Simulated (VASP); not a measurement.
# N (P6_3/mmc) in VASP: further runs

The runs below take N through single point, with PBEsol.

Everything below comes from runs of VASP 6.6.1. Logs are shortened: lines on timing, memory, paths and dates and some standing lists are left out, and cuts for length are marked.

### Step 1. The cell of the first run

Symmetry: P6_3/mmc, No. 194, hexagonal system. The conventional cell has a = 4.269 Å, b = 4.269 Å, c = 7.177 Å, α = 90.00°, β = 90.00°, γ = 120.00°. N (site symmetry 3m) has 1 N at 1.13 Å within 1.5 Å.

### Step 2. Single point, PBEsol

Contents of INCAR:

```
SYSTEM = N
ALGO = Normal
EDIFF = 1E-6
ENCUT = 520
GGA = PS
ISIF = 2
ISMEAR = 0
LASPH = .True.
LCHARG = .False.
LREAL = .False.
LWAVE = .False.
NBANDS = 18
NELM = 80
PREC = Accurate
SIGMA = 0.01
```

Contents of KPOINTS:

```
k-points
0
Gamma
  5 5 3
  0 0 0
```

Contents of POSCAR:

```
N
1.0
    4.2689126820      0.0000000000      0.0000000000
   -2.1344558288      3.6969861720      0.0000000000
    0.0000000000      0.0000000000      7.1769491473
N
4
Direct
    0.3333333333      0.6666666667      0.3289300000
    0.3333333333      0.6666666667      0.1710700000
    0.6666666667      0.3333333333      0.8289300000
    0.6666666667      0.3333333333      0.6710700000
```

Potentials or basis: VASP PAW PBE potentials, release 64 (N).

On the command line:

```
cat potpaw_PBE.64/N/POTCAR > POTCAR
mpirun -np 1 vasp_std > vasp.out
```

OUTCAR:

```text
SYSTEM = N
   EDIFF = 1E-6
   ENCUT = 520
   GGA = PS
   ISIF = 2
   ISMEAR = 0
   LASPH = .True.
   LREAL = .False.
   NELM = 80
   PREC = Accurate

 ion  position               nearest neighbor table
   1  0.333  0.667  0.329-   2 1.13
   2  0.333  0.667  0.171-   1 1.13
   3  0.667  0.333  0.829-   4 1.13
   4  0.667  0.333  0.671-   3 1.13

  LATTYP: Found a hexagonal cell.
 ALAT       =     4.2689126820
 C/A-ratio  =     1.6812124496

  Lattice vectors:

 A1 = (   4.2689126820,   0.0000000000,   0.0000000000)
 A2 = (  -2.1344558288,   3.6969861720,   0.0000000000)
 A3 = (   0.0000000000,   0.0000000000,   7.1769491473)

Analysis of symmetry for initial positions (statically):
=====================================================================
 Subroutine PRICEL returns:
 Original cell was already a primitive cell.

 Routine SETGRP: Setting up the symmetry group for a
 hexagonal supercell.

 Subroutine GETGRP returns: Found 24 space group operations
 (whereof 12 operations were pure point group operations)
 out of a pool of 24 trial point group operations.

The static configuration has the point symmetry D_3d.
 The point group associated with its full space group is D_6h.

Analysis of symmetry for dynamics (positions and initial velocities):
=====================================================================
 Subroutine PRICEL returns:
 Original cell was already a primitive cell.

 Routine SETGRP: Setting up the symmetry group for a
 hexagonal supercell.

 Subroutine GETGRP returns: Found 24 space group operations
 (whereof 12 operations were pure point group operations)
 out of a pool of 24 trial point group operations.

The dynamic configuration has the point symmetry D_3d.
 The point group associated with its full space group is D_6h.

 Subroutine INISYM returns: Found 24 space group operations
 (whereof 12 operations are pure point group operations),
 and found     1 'primitive' translations

----------------------------------------------------------------------------------------

                                     Primitive cell

  volume of cell :     113.2674

  direct lattice vectors                    reciprocal lattice vectors
     4.268912682  0.000000000  0.000000000     0.234251688  0.135245266  0.000000000
    -2.134455829  3.696986172  0.000000000     0.000000000  0.270490598  0.000000000
     0.000000000  0.000000000  7.176949147     0.000000000  0.000000000  0.139334971

  length of vectors
     4.268912682  4.268911857  7.176949147     0.270490546  0.270490598  0.139334971

  position of ions in fractional coordinates (direct lattice)
     0.333333333  0.666666667  0.328930000
     0.333333333  0.666666667  0.171070000
     0.666666667  0.333333333  0.828930000
     0.666666667  0.333333333  0.671070000

  ion indices of the primitive-cell ions
   primitive index   ion index
                 1           1
                 2           2
                 3           3
                 4           4

----------------------------------------------------------------------------------------

 KPOINTS: k-points

Automatic generation of k-mesh.
 Grid dimensions read from file:
 generate k-points for:    5    5    3

 Generating k-lattice:

  Cartesian coordinates                     Fractional coordinates (reciprocal lattice)
     0.046850338  0.027049053  0.000000000     0.200000000  0.000000000  0.000000000
     0.000000000  0.054098120  0.000000000     0.000000000  0.200000000  0.000000000
     0.000000000  0.000000000  0.046444990     0.000000000  0.000000000  0.333333333

  Length of vectors
     0.054098109  0.054098120  0.046444990

  Shift w.r.t. Gamma in fractional coordinates (k-lattice)
     0.000000000  0.000000000  0.000000000

 Subroutine IBZKPT returns following result:
 ===========================================

 Found     10 irreducible k-points:

 Following reciprocal coordinates:
            Coordinates               Weight
  0.000000  0.000000  0.000000      1.000000
  0.200000  0.000000  0.000000      6.000000
  0.400000  0.000000  0.000000      6.000000
  0.200000  0.200000  0.000000      6.000000
  0.400000  0.200000  0.000000      6.000000
  0.000000  0.000000  0.333333      2.000000
  0.200000  0.000000  0.333333     12.000000
  0.400000  0.000000  0.333333     12.000000
  0.200000  0.200000  0.333333     12.000000
  0.400000  0.200000  0.333333     12.000000
   k-points           NKPTS =     10   k-points in BZ     NKDIM =     10   number of bands    NBANDS=     18
   number of dos      NEDOS =    301   number of ions     NIONS =      4
   total plane-waves  NPLWV =  55296
   dimension x,y,z NGX =    32 NGY =   32 NGZ =   54
   dimension x,y,z NGXF=    64 NGYF=   64 NGZF=  108
   ions per type =               4
   NGX,Y,Z   is equivalent  to a cutoff of  12.46, 12.46, 12.51 a.u.
   NGXF,Y,Z  is equivalent  to a cutoff of  24.92, 24.92, 25.02 a.u.
 SYSTEM =  N
   PREC   = accura    normal or accurate (medium, high low for compatibility)
   ISTART =      0    job   : 0-new  1-cont  2-samecut
   ICHARG =      2    charge: 1-file 2-atom 10-const
   ISPIN  =      1    spin polarized calculation?
   LNONCOLLINEAR =      F non collinear calculations
   LSORBIT =      F    spin-orbit coupling
   LASPH  =      T    aspherical Exc in radial PAW
   ENCUT  =  520.0 eV  38.22 Ry    6.18 a.u.   7.94  7.94 13.34*2*pi/ulx,y,z
   NELM   =     80;   NELMIN=  2; NELMDL= -5     # of ELM steps
   EDIFF  = 0.1E-05   stopping-criterion for ELM
   LREAL  =      F    real-space projection
   EDIFFG = 0.1E-04   stopping-criterion for IOM
   NSW    =      0    number of steps for IOM
   IBRION =     -1    ionic relax: 0-MD 1-quasi-New 2-CG
   NFREE  =      0    steps in history (QN), initial steepest desc. (CG)
   ISIF   =      2    stress and relaxation
   ISYM   =      2    0-nonsym 1-usesym 2-fastsym
   POTIM  = 0.5000    time-step for ionic-motion
   TEBEG  =    0.0;   TEEND  =   0.0 temperature during run
   PSTRESS=    0.0 pullay stress
   NELECT =      20.0000    total number of electrons
   NUPDOWN=      -1.0000    fix difference up-down
   EMIN   =  10.00;   EMAX   =-10.00  energy-range for DOS
   EFERMI =   0.00;   METHOD = LEGACY
   ISMEAR =     0;   SIGMA  =   0.01  broadening in eV -4-tet -1-fermi 0-gaus
   EFERMI_NEDOS =   21; number of points for ismear=-14 and -15
   IALGO  =     38    algorithm
   IMIX   =      4    mixing-type and parameters
     AMIX     =   0.40;   BMIX     =  1.00
     AMIX_MAG =   1.60;   BMIX_MAG =  1.00
  volume/ion in A,a.u.               =      28.32       191.09
  Fermi-wavevector in a.u.,A,eV,Ry     =   0.918438  1.735596 11.476900  0.843528
  Thomas-Fermi vector in A             =   2.043520
   LORBIT       =      0    0 simple, 1 ext, 2 COOP (PROOUT), +10 PAW based schemes
   GGA     = PS    functional components
   LHFCALC =     F    Hartree Fock is set to
   AEXX    =    0.0000 exact exchange contribution
   IVDW    =     0    specifies the selected vdW correction
   LEPSILON=     F    determine dielectric tensor
   LRPA    =     F    only Hartree local field effects (RPA)
 non-spin polarized calculation
 Gauss-broadening in eV      SIGMA  =   0.01
  energy-cutoff  :      520.00
  volume of cell :      113.27
 maximum number of plane-waves:      3062
 NGX is ok and might be reduce to    32
   NGX = 15   NGY = 15   NGZ = 27

 number of electron      20.0000009 magnetization

 Free energy of the ion-electron system (eV)
  ---------------------------------------------------
  ext. energy  EPLUGINS =         0.00000000
  ---------------------------------------------------
  free energy    TOTEN  =       -34.07744763 eV

  energy without entropy =      -34.07744763  energy(sigma->0) =      -34.07744763

 E-fermi :  -6.8113     XC(G=0):  -5.5832

 val. band max:       -6.9386967728   @ k =   0.0000   0.0000   0.0000
 cond. band min:      -0.0950872242   @ k =   0.4000   0.2000   0.0000
 fundamental gap:      6.8436095486
 Fermi energy:        -6.8113329449

 k-point     1 :       0.0000    0.0000    0.0000
  band No.  band energies     occupation
      1     -25.0363      2.00000
      2     -25.0150      2.00000
      3     -11.1302      2.00000
      4     -10.5220      2.00000
      5      -8.5272      2.00000
      6      -8.5272      2.00000
[... 10 lines left out ...]
     17       5.3586      0.00000
     18       9.3342      0.00000

 k-point     2 :       0.2000    0.0000    0.0000
  band No.  band energies     occupation
      1     -25.0308      2.00000
      2     -25.0131      2.00000
      3     -11.0641      2.00000
      4     -10.5580      2.00000
      5      -8.6187      2.00000
      6      -8.5614      2.00000
[... 10 lines left out ...]
     17       5.9406      0.00000
     18       7.5835      0.00000

 k-point     3 :       0.4000    0.0000    0.0000
  band No.  band energies     occupation
      1     -25.0204      2.00000
      2     -25.0111      2.00000
      3     -10.9190      2.00000
      4     -10.6535      2.00000
      5      -8.7706      2.00000
      6      -8.6802      2.00000
[... 10 lines left out ...]
     17       5.9530      0.00000
     18       7.2623      0.00000

 k-point     4 :       0.2000    0.2000    0.0000
  band No.  band energies     occupation
      1     -25.0226      2.00000
      2     -25.0112      2.00000
      3     -10.9546      2.00000
      4     -10.6274      2.00000
      5      -8.7122      2.00000
      6      -8.6721      2.00000
[... 81 lines left out ...]
      4     -10.7325      2.00000
      5      -8.7204      2.00000
      6      -8.6700      2.00000
[... 10 lines left out ...]
     17       6.0251      0.00000
     18       6.5325      0.00000

 k-point     9 :       0.2000    0.2000    0.3333
  band No.  band energies     occupation
      1     -25.0198      2.00000
      2     -25.0141      2.00000
      3     -10.8854      2.00000
      4     -10.7241      2.00000
      5      -8.6672      2.00000
      6      -8.6475      2.00000
[... 10 lines left out ...]
     17       6.5595      0.00000
     18       7.0250      0.00000

 k-point    10 :       0.4000    0.2000    0.3333
  band No.  band energies     occupation
      1     -25.0149      2.00000
      2     -25.0128      2.00000
      3     -10.8171      2.00000
      4     -10.7567      2.00000
      5      -8.7172      2.00000
      6      -8.6640      2.00000
[... 10 lines left out ...]
     17       5.7543      0.00000
     18       6.1126      0.00000

------------------------ aborting loop because EDIFF is reached ----------------------------------------

  FORCE on cell =-STRESS in cart. coord.  units (eV):
  Direction    XX          YY          ZZ          XY          YZ          ZX
  --------------------------------------------------------------------------------------
  -------------------------------------------------------------------------------------
  Total       -0.0167929     -0.0167929     -6.8369859     -0.0000000     -0.0000000     -0.0000000
  in kB       -0.2375365     -0.2375364    -96.7097584     -0.0000000     -0.0000000     -0.0000000
  external PRESSURE =     -32.3949438 kB  Pullay stress =       0.0000000 kB

 VOLUME and BASIS-vectors are now :
 -----------------------------------------------------------------------------
  energy-cutoff  :      520.00
  volume of cell :      113.27
      direct lattice vectors                 reciprocal lattice vectors
     4.268912682  0.000000000  0.000000000     0.234251688  0.135245266  0.000000000
    -2.134455829  3.696986172  0.000000000     0.000000000  0.270490598  0.000000000
     0.000000000  0.000000000  7.176949147     0.000000000  0.000000000  0.139334971

 POSITION                                       TOTAL-FORCE (eV/Angst)
 -----------------------------------------------------------------------------------
      0.00000      2.46466      2.36071        -0.000000     -0.000000     -2.991332
      0.00000      2.46466      1.22776        -0.000000     -0.000000      2.991332
      2.13446      1.23233      5.94919         0.000000      0.000000     -2.991332
      2.13446      1.23233      4.81624         0.000000      0.000000      2.991332
 -----------------------------------------------------------------------------------
    total drift:                               -0.000000      0.000000     -0.000000

  FREE ENERGIE OF THE ION-ELECTRON SYSTEM (eV)
  ---------------------------------------------------
  free  energy   TOTEN  =       -34.0774476254 eV

  energy  without entropy=      -34.0774476254  energy(sigma->0) =      -34.07744763
```

It took 24 s on 1 thread of AMD EPYC 7R43 (Zen 3), shared host; peak memory 0.17 GiB.

What came out:

```
Free energy            : -34.0774 eV
Pressure               : -3.2 GPa
Largest force          : 2.991 eV/Å
Band gap on the k mesh : 6.84 eV, indirect (least direct gap 7.08 eV)
```

Forces on the atoms (eV/Å):
```
N    0.000  0.000 -2.991
N    0.000  0.000  2.991
N    0.000  0.000 -2.991
N    0.000  0.000  2.991
```

Stress tensor (GPa, compression positive):
```
-0.02  0.00  0.00
 0.00 -0.02  0.00
 0.00  0.00 -9.67
```

Levels at points of the mesh, in eV from the valence-band top:
```
           k point  band 8  band 9  band 10  band 11  band 12  band 13
(0.00, 0.00, 0.00)   -1.50   -0.95     0.00     7.41     7.41     7.82
```

Caveat: the standard files for N, O and F lose accuracy on very short bonds; the PAW data sets were made with another functional, which shifts forces and pressure a little. A k mesh can miss the band edges.

### Step 3. Single point, PBEsol

This run uses another cell than the first one, of 28.98 Å³/atom, 1.023 times its volume.

Contents of INCAR:

```
SYSTEM = N
PREC = Accurate
ENCUT = 520
EDIFF = 1E-7
ISMEAR = 0
SIGMA = 0.01
LREAL = .FALSE.
LASPH = .TRUE.
NELM = 80
ALGO = Normal
ISIF = 2
LWAVE = .FALSE.
LCHARG = .FALSE.
GGA = PS
NBANDS = 18
```

Contents of KPOINTS:

```
Automatic mesh
0
G
  5 5 3
  0 0 0
```

Contents of POSCAR:

```
N
1.0
    4.3017517624      0.0000000000      0.0000000000
   -2.1508753650      3.7254256448      0.0000000000
    0.0000000000      0.0000000000      7.2321586180
N
4
Direct
    0.3333333333      0.6666666667      0.3289300000
    0.3333333333      0.6666666667      0.1710700000
    0.6666666667      0.3333333333      0.8289300000
    0.6666666667      0.3333333333      0.6710700000
```

Potentials or basis: VASP PAW PBE potentials, release 64 (N).

On the command line:

```
cat potpaw_PBE.64/N/POTCAR > POTCAR
mpirun -np 1 vasp_std > vasp.out
```

OUTCAR:

```text
SYSTEM = N
   PREC = Accurate
   ENCUT = 520
   EDIFF = 1E-7
   ISMEAR = 0
   LREAL = .FALSE.
   LASPH = .TRUE.
   NELM = 80
   ISIF = 2
   GGA = PS

 ion  position               nearest neighbor table
   1  0.333  0.667  0.329-   2 1.14
   2  0.333  0.667  0.171-   1 1.14
   3  0.667  0.333  0.829-   4 1.14
   4  0.667  0.333  0.671-   3 1.14

[... 394 lines left out ...]

  FORCE on cell =-STRESS in cart. coord.  units (eV):
  Direction    XX          YY          ZZ          XY          YZ          ZX
  --------------------------------------------------------------------------------------
  -------------------------------------------------------------------------------------
  Total       -0.0242939     -0.0242939     -9.3800075     -0.0000000      0.0000000      0.0000000
  in kB       -0.3358295     -0.3358294   -129.6655416     -0.0000000      0.0000000      0.0000000
  external PRESSURE =     -43.4457335 kB  Pullay stress =       0.0000000 kB

 VOLUME and BASIS-vectors are now :
 -----------------------------------------------------------------------------
  energy-cutoff  :      520.00
  volume of cell :      115.90
      direct lattice vectors                 reciprocal lattice vectors
     4.301751762  0.000000000  0.000000000     0.232463437  0.134212820  0.000000000
    -2.150875365  3.725425645  0.000000000     0.000000000  0.268425704  0.000000000
     0.000000000  0.000000000  7.232158618     0.000000000  0.000000000  0.138271304

 POSITION                                       TOTAL-FORCE (eV/Angst)
 -----------------------------------------------------------------------------------
      0.00000      2.48362      2.37887         0.000000     -0.000000     -4.078271
      0.00000      2.48362      1.23721         0.000000     -0.000000      4.078271
      2.15088      1.24181      5.99495        -0.000000      0.000000     -4.078271
      2.15088      1.24181      4.85328        -0.000000      0.000000      4.078271
 -----------------------------------------------------------------------------------
    total drift:                               -0.000000      0.000000      0.000000

  FREE ENERGIE OF THE ION-ELECTRON SYSTEM (eV)
  ---------------------------------------------------
  free  energy   TOTEN  =       -34.0171531028 eV

  energy  without entropy=      -34.0171531028  energy(sigma->0) =      -34.01715310
```

Wall time 28 s (1 thread of AMD EPYC 7R43 (Zen 3), shared host); peak memory 0.17 GiB.

What came out:

```yaml
Free_energy: -34.0172 eV
Pressure: -4.3 GPa
Largest_force: 4.078 eV/Å
Band_gap_on_the_k_mesh: 6.79 eV, indirect (least direct gap 7.01 eV)
```

Forces in eV/Å, atoms in the order of the input:
```
N    0.000  0.000 -4.078
N    0.000  0.000  4.078
N    0.000  0.000 -4.078
N    0.000  0.000  4.078
```

Stress tensor (GPa, compression positive):
```
 -0.03   0.00   0.00
  0.00  -0.03   0.00
  0.00   0.00 -12.97
```

Caveat: the standard files for N, O and F lose accuracy on very short bonds; the PAW data sets were made with another functional, which shifts forces and pressure a little.
